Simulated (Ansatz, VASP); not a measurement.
# Hf: VASP beside Ansatz

```
CELL_PARAMETERS angstrom
3.19670 0.00000 0.00000
-1.59835 2.76842 0.00000
0.00000 0.00000 5.05780
ATOMIC_POSITIONS crystal
Hf 0.33333 0.66667 0.25000
Hf 0.66667 0.33333 0.75000
```

Alike in both runs: task relaxation of cell and atoms; functional PBE; k mesh 18 × 18 × 10; occupations methfessel-paxton of order 1, width 0.1 eV; no spin polarisation.

|  | VASP | Ansatz |
| --- | --- | --- |
| version | VASP 6.6.1 | Ansatz 0.2.0 |
| potentials or method | VASP PAW PBE potentials, release 64 (Hf_pv) | scalar-relativistic, plane waves, PAW |
| plane-wave cutoff (eV) | 600 | 420 |
| valence electrons in the cell | 20 | 52 |

```tsv
	VASP	Ansatz	Ansatz less VASP
gap on the k mesh at the Fermi level, each at its own relaxed structure (eV)	none	none	-
relaxed volume (Å³/atom)	22.45	22.54	+0.090
relaxed cell length with the largest relative difference (Å)	5.057	5.066	+0.0088
```

A gap of «none» marks a metal or a gap that the smearing closes. VASP's potentials hold 20 valence electrons a cell and Ansatz's 52, so a difference there can come from the potentials and not from the codes.

Spin-orbit coupling is off throughout.
